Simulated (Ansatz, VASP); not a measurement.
**SiO2 in VASP and in Ansatz**

The input INCAR:

```
PREC = Accurate
ENCUT = 520
EDIFF = 1E-6
ISMEAR = 0
SIGMA = 0.02
LREAL = Auto
LASPH = T
NELM = 60
ALGO = Normal
ISIF = 2
LWAVE = F
LCHARG = T
GGA = CA
LELF = T
LVHAR = T
NBANDS = 63
```

Contents of KPOINTS:

```
regular mesh
0
Gamma
  4 4 4
```

Contents of POSCAR:

```
SiO2
1.0
    5.2222344634      0.0000000000      0.0000000000
    0.0000000000      7.3674177008      0.0000000000
    0.0000000000      0.0000000000      8.1199052649
Si O
6 12
Direct
    0.2500000000      0.2136282334      0.1037963923
    0.7500000000      0.7863717666      0.8962036077
    0.7500000000      0.2136282334      0.8962036077
    0.2500000000      0.7863717666      0.1037963923
    0.2500000000      0.5000000000      0.3869958164
    0.7500000000      0.5000000000      0.6130041836
    0.0000000000      0.2684260089      0.0000000000
    0.5000000000      0.7315739911      0.0000000000
    0.0000000000      0.7315739911      0.0000000000
    0.5000000000      0.2684260089      0.0000000000
    0.2500000000      0.0000000000      0.1425053543
    0.7500000000      0.0000000000      0.8574946457
    0.2500000000      0.3203322815      0.2751347481
    0.7500000000      0.6796677185      0.7248652519
    0.7500000000      0.3203322815      0.7248652519
    0.2500000000      0.6796677185      0.2751347481
    0.5000000000      0.5000000000      0.5000000000
    0.0000000000      0.5000000000      0.5000000000
```

Input for Ansatz:

```yaml
crystal:
  lattice:
    - [5.2222344634, 0.0, 0.0]
    - [0.0, 7.3674177008, 0.0]
    - [0.0, 0.0, 8.1199052649]
  atoms:
    - { symbol: Si, position: [0.25, 0.2136282334, 0.1037963923] }
    - { symbol: Si, position: [0.75, 0.7863717666, 0.8962036077] }
    - { symbol: Si, position: [0.75, 0.2136282334, 0.8962036077] }
    - { symbol: Si, position: [0.25, 0.7863717666, 0.1037963923] }
    - { symbol: Si, position: [0.25, 0.5, 0.3869958164] }
    - { symbol: Si, position: [0.75, 0.5, 0.6130041836] }
    - { symbol: O, position: [0.0, 0.2684260089, 0.0] }
    - { symbol: O, position: [0.5, 0.7315739911, 0.0] }
    - { symbol: O, position: [0.0, 0.7315739911, 0.0] }
    - { symbol: O, position: [0.5, 0.2684260089, 0.0] }
    - { symbol: O, position: [0.25, 0.0, 0.1425053543] }
    - { symbol: O, position: [0.75, 0.0, 0.8574946457] }
    - { symbol: O, position: [0.25, 0.3203322815, 0.2751347481] }
    - { symbol: O, position: [0.75, 0.6796677185, 0.7248652519] }
    - { symbol: O, position: [0.75, 0.3203322815, 0.7248652519] }
    - { symbol: O, position: [0.25, 0.6796677185, 0.2751347481] }
    - { symbol: O, position: [0.5, 0.5, 0.5] }
    - { symbol: O, position: [0.0, 0.5, 0.5] }
basis:
  ecutwfc: 420
kpoints:
  mp_grid: { grid: [4, 4, 4] }
  band_path: { path: [VBM, CBM], npoints: 2 }
hamiltonian:
  xc: lda
scf:
  occupations: { method: gaussian, width: 0.02 }
output:
  forces: false
  stress: false
  eigenvalues: true
checkpoint:
  read: start.run
  write: ck
  compress: false
  write_wavefunctions: false
  write_every: 100000
```

Alike in both runs: task single point; functional LDA; k mesh 4 × 4 × 4; occupations gaussian, width 0.02 eV; no spin polarisation.

```csv
,VASP,Ansatz
version,VASP 6.6.1,Ansatz 0.2.0
potentials or method,"VASP PAW LDA potentials, release 64 (Si, O), cutoff 520 eV","scalar-relativistic, plane waves, PAW"
valence electrons in the cell,96,96
```

Ansatz gave:

| Item | Value |
| --- | --- |
| gap on the k mesh at the Fermi level (eV) | 5.42 |
| least direct gap on the mesh (eV) | 5.42 |

Task: What did VASP give for the same quantities?

Result: gap on the k mesh at the Fermi level (eV): 5.41; least direct gap on the mesh (eV): 5.41.

LDA's correlation is that of Perdew and Zunger in VASP and of Perdew and Wang (1992) in Ansatz.
